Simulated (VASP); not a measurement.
Set up this calculation in VASP 6.6.1, as the native input.

```yaml
Task: single point
Functional: PBE
Potentials_or_basis: VASP PAW PBE potentials, release 64 (Ge_d)
Cutoff: 520 eV
k_mesh: 12 × 12 × 12
Occupations: fermi-dirac, width 0.05 eV
Spin: no spin polarisation
Dipole_correction: no
Further_INCAR_settings: ALGO = Normal; EDIFF = 1e-06; NBANDS = 13
```

The structure of Ge lies in POSCAR:

```
Ge
1.0
   -1.6399656558      1.6399656558      1.9099183467
    1.6399656558     -1.6399656558      1.9099183467
    1.6399656558      1.6399656558     -1.9099183467
Ge
1
Direct
    0.5000000000      0.5000000000      0.0000000000
```

One way to write it, as run:

INCAR

```
SYSTEM = Ge
ALGO     = Normal         ! electronic algorithm
EDIFF    = 1E-6           ! SCF threshold, eV
ENCUT    = 520            ! plane-wave cutoff, eV
GGA      = PE             ! functional
ISIF     = 2              ! what is computed and relaxed
ISMEAR   = -1             ! smearing method
LASPH    = .TRUE.         ! aspherical terms in the spheres
LCHARG   = .FALSE.        ! write CHGCAR
LREAL    = .FALSE.        ! projectors in reciprocal space
LWAVE    = .FALSE.        ! write WAVECAR
NBANDS   = 13             ! bands
NELM     = 100            ! most SCF steps
PREC     = Accurate       ! precision mode
SIGMA    = 0.05           ! smearing width, eV
```

KPOINTS

```
k-points
0
G
  12 12 12
  0 0 0
```

Potentials or basis: VASP PAW PBE potentials, release 64 (Ge_d).

Run with:

```sh
$ cat potpaw_PBE.64/Ge_d/POTCAR > POTCAR
$ mpirun -np 1 vasp_std > vasp.out
```

It gave:

| Quantity | Value |
| --- | --- |
| Pressure | -2.7 GPa |
| Band gap on the k mesh | zero (band 7 reaches 13.97 eV, above the bottom of band 8 at 3.41 eV) |

Run time: 10 s on 1 thread of Intel(R) Xeon(R) 6975P-C (Granite Rapids) (shared host), peak memory 0.16 GiB.
